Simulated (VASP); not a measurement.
# Si5Ge (I-4m2) in VASP: single point with PBE

Aim: the single point of Si5Ge with PBE.

Program: VASP 6.6.1. These are calculated values, not measurements. Logs are shortened: lines on timing, memory, paths and dates and some standing lists are left out, and cuts for length are marked.

## (1) The cell of the first run

Symmetry: I-4m2, No. 119, tetragonal system. The conventional cell has a = 3.896 Å, b = 3.896 Å, c = 16.457 Å, α = 90.00°, β = 90.00°, γ = 90.00°. Within 3.1 Å of Si (site symmetry 2mm) lie 4 Si at 2.37 Å. Si (site symmetry -4m2) has 4 Si at 2.37 Å within 3.1 Å. Within 3.1 Å of Si (site symmetry 2mm) lie 2 Si at 2.37 Å and 2 Ge at 2.41 Å. Ge (site symmetry -4m2) has 4 Si at 2.41 Å within 3.2 Å.

## (2) Single point, PBE

INCAR

```
SYSTEM = Si5Ge
PREC = Accurate
ENCUT = 520
EDIFF = 1E-7
ISMEAR = 0
SIGMA = 0.2
LREAL = .False.
LASPH = .True.
NELM = 100
ALGO = Normal
ISIF = 2
LWAVE = .False.
LCHARG = .False.
GGA = PE
NBANDS = 26
```

KPOINTS

```
Automatic mesh
0
Gamma
  6 6 6
  0 0 0
```

POSCAR

```
Si5Ge
1.0
   -1.9480690251      1.9480690251      8.2282712879
    1.9480690251     -1.9480690251      8.2282712879
    1.9480690251      1.9480690251     -8.2282712879
Si Ge
5 1
Direct
    0.3320077930      0.3320077930      0.0000000000
    0.7500000000      0.2500000000      0.5000000000
    0.6679922070      0.6679922070      0.0000000000
    0.0860127772      0.5860127772      0.5000000000
    0.4139872228      0.9139872228      0.5000000000
    0.0000000000      0.0000000000      0.0000000000
```

Potentials or basis: VASP PAW PBE potentials, release 64 (Si, Ge_d).

Started as:

```sh
> cat potpaw_PBE.64/Si/POTCAR potpaw_PBE.64/Ge_d/POTCAR > POTCAR
> mpirun -np 1 vasp_std > vasp.out
```

OUTCAR:

```text
SYSTEM = Si5Ge
   PREC = Accurate
   ENCUT = 520
   EDIFF = 1E-7
   ISMEAR = 0
   LREAL = .False.
   LASPH = .True.
   NELM = 100
   ISIF = 2
   GGA = PE

 ion  position               nearest neighbor table
   1  0.332  0.332  0.000-   5 2.37   5 2.37   2 2.37   2 2.37
   2  0.750  0.250  0.500-   3 2.37   1 2.37   1 2.37   3 2.37
   3  0.668  0.668  0.000-   4 2.37   4 2.37   2 2.37   2 2.37
   4  0.086  0.586  0.500-   3 2.37   3 2.37   6 2.41   6 2.41
   5  0.414  0.914  0.500-   1 2.37   1 2.37   6 2.41   6 2.41
   6  0.000  0.000  0.000-   4 2.41   5 2.41   4 2.41   5 2.41

  LATTYP: Found a body centered tetragonal cell.
 ALAT       =     3.8961380502
 C/A-ratio  =     4.2238089010

  Lattice vectors:

 A1 = (  -1.9480690251,   1.9480690251,   8.2282712879)
 A2 = (   1.9480690251,  -1.9480690251,   8.2282712879)
 A3 = (   1.9480690251,   1.9480690251,  -8.2282712879)

Analysis of symmetry for initial positions (statically):
=====================================================================
 Subroutine PRICEL returns:
 Original cell was already a primitive cell.

 Routine SETGRP: Setting up the symmetry group for a
 body centered tetragonal supercell.

 Subroutine GETGRP returns: Found  8 space group operations
 (whereof  8 operations were pure point group operations)
 out of a pool of 16 trial point group operations.

The static configuration has the point symmetry D_2d.

Analysis of symmetry for dynamics (positions and initial velocities):
=====================================================================
 Subroutine PRICEL returns:
 Original cell was already a primitive cell.

 Routine SETGRP: Setting up the symmetry group for a
 body centered tetragonal supercell.

 Subroutine GETGRP returns: Found  8 space group operations
 (whereof  8 operations were pure point group operations)
 out of a pool of 16 trial point group operations.

The dynamic configuration has the point symmetry D_2d.

 Subroutine INISYM returns: Found  8 space group operations
 (whereof  8 operations are pure point group operations),
 and found     1 'primitive' translations

----------------------------------------------------------------------------------------

                                     Primitive cell

  volume of cell :     124.9043

  direct lattice vectors                    reciprocal lattice vectors
    -1.948069025  1.948069025  8.228271288     0.000000000  0.256664417  0.060766105
     1.948069025 -1.948069025  8.228271288     0.256664417  0.000000000  0.060766105
     1.948069025  1.948069025 -8.228271288     0.256664417  0.256664417  0.000000000

  length of vectors
     8.677234251  8.677234251  8.677234251     0.263759630  0.263759630  0.362978299

  position of ions in fractional coordinates (direct lattice)
     0.332007793  0.332007793  0.000000000
     0.750000000  0.250000000  0.500000000
     0.667992207  0.667992207  0.000000000
     0.086012777  0.586012777  0.500000000
     0.413987223  0.913987223  0.500000000
     0.000000000  0.000000000  0.000000000

  ion indices of the primitive-cell ions
   primitive index   ion index
                 1           1
                 2           2
                 3           3
                 4           4
                 5           5
                 6           6

----------------------------------------------------------------------------------------

 KPOINTS: Automatic mesh

Automatic generation of k-mesh.
 Grid dimensions read from file:
 generate k-points for:    6    6    6

 Generating k-lattice:

  Cartesian coordinates                     Fractional coordinates (reciprocal lattice)
     0.000000000  0.042777403  0.010127684     0.166666667 -0.000000000  0.000000000
     0.042777403  0.000000000  0.010127684    -0.000000000  0.166666667  0.000000000
     0.042777403  0.042777403  0.000000000     0.000000000  0.000000000  0.166666667

  Length of vectors
     0.043959938  0.043959938  0.060496383

  Shift w.r.t. Gamma in fractional coordinates (k-lattice)
     0.000000000  0.000000000  0.000000000

 Subroutine IBZKPT returns following result:
 ===========================================

 Found     30 irreducible k-points:

 Following reciprocal coordinates:
            Coordinates               Weight
  0.000000  0.000000  0.000000      1.000000
  0.166667  0.000000 -0.000000      8.000000
  0.333333  0.000000 -0.000000      8.000000
  0.500000  0.000000 -0.000000      4.000000
  0.166667  0.166667 -0.000000      8.000000
  0.333333  0.166667 -0.000000     16.000000
[... 16 lines left out ...]
 -0.333333 -0.333333  0.166667      8.000000
 -0.166667 -0.333333  0.166667      8.000000
 [... further k-points ...]
   k-points           NKPTS =     30   k-points in BZ     NKDIM =     30   number of bands    NBANDS=     26
   number of dos      NEDOS =    301   number of ions     NIONS =      6
   total plane-waves  NPLWV = 343000
   dimension x,y,z NGX =    70 NGY =   70 NGZ =   70
   dimension x,y,z NGXF=   140 NGYF=  140 NGZF=  140
   ions per type =               5   1
   NGX,Y,Z   is equivalent  to a cutoff of  13.41, 13.41, 13.41 a.u.
   NGXF,Y,Z  is equivalent  to a cutoff of  26.82, 26.82, 26.82 a.u.
 SYSTEM =  Si5Ge
   PREC   = accura    normal or accurate (medium, high low for compatibility)
   ISTART =      0    job   : 0-new  1-cont  2-samecut
   ICHARG =      2    charge: 1-file 2-atom 10-const
   ISPIN  =      1    spin polarized calculation?
   LNONCOLLINEAR =      F non collinear calculations
   LSORBIT =      F    spin-orbit coupling
   LASPH  =      T    aspherical Exc in radial PAW
   ENCUT  =  520.0 eV  38.22 Ry    6.18 a.u.  16.13 16.13 16.13*2*pi/ulx,y,z
   NELM   =    100;   NELMIN=  2; NELMDL= -5     # of ELM steps
   EDIFF  = 0.1E-06   stopping-criterion for ELM
   LREAL  =      F    real-space projection
   EDIFFG = 0.1E-05   stopping-criterion for IOM
   NSW    =      0    number of steps for IOM
   IBRION =     -1    ionic relax: 0-MD 1-quasi-New 2-CG
   NFREE  =      0    steps in history (QN), initial steepest desc. (CG)
   ISIF   =      2    stress and relaxation
   ISYM   =      2    0-nonsym 1-usesym 2-fastsym
   POTIM  = 0.5000    time-step for ionic-motion
   TEBEG  =    0.0;   TEEND  =   0.0 temperature during run
   PSTRESS=    0.0 pullay stress
   NELECT =      34.0000    total number of electrons
   NUPDOWN=      -1.0000    fix difference up-down
   EMIN   =  10.00;   EMAX   =-10.00  energy-range for DOS
   EFERMI =   0.00;   METHOD = LEGACY
   ISMEAR =     0;   SIGMA  =   0.20  broadening in eV -4-tet -1-fermi 0-gaus
   EFERMI_NEDOS =   21; number of points for ismear=-14 and -15
   IALGO  =     38    algorithm
   IMIX   =      4    mixing-type and parameters
     AMIX     =   0.40;   BMIX     =  1.00
     AMIX_MAG =   1.60;   BMIX_MAG =  1.00
  volume/ion in A,a.u.               =      20.82       140.48
  Fermi-wavevector in a.u.,A,eV,Ry     =   1.060984  2.004968 15.315893  1.125686
  Thomas-Fermi vector in A             =   2.196384
   LORBIT       =      0    0 simple, 1 ext, 2 COOP (PROOUT), +10 PAW based schemes
   GGA     = PE    functional components
   LHFCALC =     F    Hartree Fock is set to
   AEXX    =    0.0000 exact exchange contribution
   IVDW    =     0    specifies the selected vdW correction
   LEPSILON=     F    determine dielectric tensor
   LRPA    =     F    only Hartree local field effects (RPA)
 non-spin polarized calculation
 Gauss-broadening in eV      SIGMA  =   0.20
  energy-cutoff  :      520.00
  volume of cell :      124.90
 maximum number of plane-waves:      3385
 NGX is ok and might be reduce to    70
   NGX = 33   NGY = 33   NGZ = 33

 number of electron      33.9999997 magnetization

 Free energy of the ion-electron system (eV)
  ---------------------------------------------------
  ext. energy  EPLUGINS =         0.00000000
  ---------------------------------------------------
  free energy    TOTEN  =       -31.55614700 eV

  energy without entropy =      -31.55553984  energy(sigma->0) =      -31.55584342

 E-fermi :   5.7685     XC(G=0):  -9.4349

 val. band max:        5.4991171532   @ k =   0.0000   0.0000   0.0000
 cond. band min:       6.0558059667   @ k =  -0.1667  -0.1667   0.1667
 fundamental gap:      0.5566888135
 Fermi energy:         5.7685178925

 k-point     1 :       0.0000    0.0000    0.0000
  band No.  band energies     occupation
      1     -18.6556      2.00000
      2     -18.6467      2.00000
      3     -18.6467      2.00000
      4     -18.6266      2.00000
      5     -18.6221      2.00000
      6      -6.4937      2.00000
[... 18 lines left out ...]
     25       8.1369      0.00000
     26      12.5561      0.00000

 k-point     2 :       0.1667    0.0000   -0.0000
  band No.  band energies     occupation
      1     -18.6539      2.00000
      2     -18.6475      2.00000
      3     -18.6466      2.00000
      4     -18.6259      2.00000
      5     -18.6227      2.00000
      6      -6.2473      2.00000
[... 18 lines left out ...]
     25       9.9371      0.00000
     26      10.8149      0.00000

 k-point     3 :       0.3333    0.0000   -0.0000
  band No.  band energies     occupation
      1     -18.6510      2.00000
      2     -18.6489      2.00000
      3     -18.6465      2.00000
      4     -18.6243      2.00000
      5     -18.6238      2.00000
      6      -5.5353      2.00000
[... 572 lines left out ...]
 k-point    23 :      -0.3333   -0.3333    0.1667
  band No.  band energies     occupation
      1     -18.6522      2.00000
      2     -18.6476      2.00000
      3     -18.6472      2.00000
      4     -18.6253      2.00000
      5     -18.6233      2.00000
      6      -5.8318      2.00000
[... 18 lines left out ...]
     25      10.2436      0.00000
     26      10.5212      0.00000

 k-point    24 :      -0.1667   -0.3333    0.1667
  band No.  band energies     occupation
      1     -18.6539      2.00000
      2     -18.6475      2.00000
      3     -18.6466      2.00000
      4     -18.6259      2.00000
      5     -18.6227      2.00000
      6      -6.1470      2.00000
[... 18 lines left out ...]
     25      10.0603      0.00000
     26      10.5389      0.00000

 [... further k-points ...]

------------------------ aborting loop because EDIFF is reached ----------------------------------------

  FORCE on cell =-STRESS in cart. coord.  units (eV):
  Direction    XX          YY          ZZ          XY          YZ          ZX
  --------------------------------------------------------------------------------------
  -------------------------------------------------------------------------------------
  Total        0.2584066      0.2584066      0.3644688      0.0000000      0.0000000     -0.0000000
  in kB        3.3146439      3.3146439      4.6751291      0.0000000      0.0000000     -0.0000000
  external PRESSURE =       3.7681389 kB  Pullay stress =       0.0000000 kB

 VOLUME and BASIS-vectors are now :
 -----------------------------------------------------------------------------
  energy-cutoff  :      520.00
  volume of cell :      124.90
      direct lattice vectors                 reciprocal lattice vectors
    -1.948069025  1.948069025  8.228271288     0.000000000  0.256664417  0.060766105
     1.948069025 -1.948069025  8.228271288     0.256664417  0.000000000  0.060766105
     1.948069025  1.948069025 -8.228271288     0.256664417  0.256664417  0.000000000

 POSITION                                       TOTAL-FORCE (eV/Angst)
 -----------------------------------------------------------------------------------
      0.00000      0.00000      5.46370         0.000000     -0.000000      0.057553
     -0.00000      1.94807      4.11414        -0.000000      0.000000      0.000000
      0.00000      0.00000     10.99284         0.000000     -0.000000     -0.057553
      1.94807      0.00000      1.41547        -0.000000      0.000000     -0.014891
      1.94807      0.00000      6.81280        -0.000000      0.000000      0.014891
      0.00000      0.00000      0.00000        -0.000000      0.000000      0.000000
 -----------------------------------------------------------------------------------
    total drift:                               -0.000000      0.000000     -0.000000

  FREE ENERGIE OF THE ION-ELECTRON SYSTEM (eV)
  ---------------------------------------------------
  free  energy   TOTEN  =       -31.5561470046 eV

  energy  without entropy=      -31.5555398407  energy(sigma->0) =      -31.55584342
```

It took 4.9 min on 1 thread of Intel Xeon Platinum 8559C (Emerald Rapids), shared host; peak memory 0.67 GiB.

What came out:

```yaml
Free_energy: -31.5561 eV
Pressure: 0.4 GPa
Largest_force: 0.058 eV/Å
Band_gap_on_the_k_mesh: 0.56 eV, indirect (least direct gap 0.60 eV)
```

Forces on the atoms (eV/Å):
```
Si   0.000  0.000  0.058
Si   0.000  0.000  0.000
Si   0.000  0.000 -0.058
Si   0.000  0.000 -0.015
Si   0.000  0.000  0.015
Ge   0.000  0.000  0.000
```

Levels at points of the mesh, in eV from the valence-band top:
```csv
k point,band 15,band 16,band 17,band 18,band 19,band 20
"(0.00, 0.00, 0.00)",0.00,0.00,0.00,0.60,0.78,1.99
"(0.50, 0.00, 0.00)",-1.40,-1.20,-1.06,1.24,2.20,2.38
"(0.50, 0.50, 0.00)",-3.57,-2.83,-2.83,0.70,0.82,2.70
"(0.50, 0.50, 0.50)",-1.30,-1.10,-1.10,0.68,0.73,1.54
```
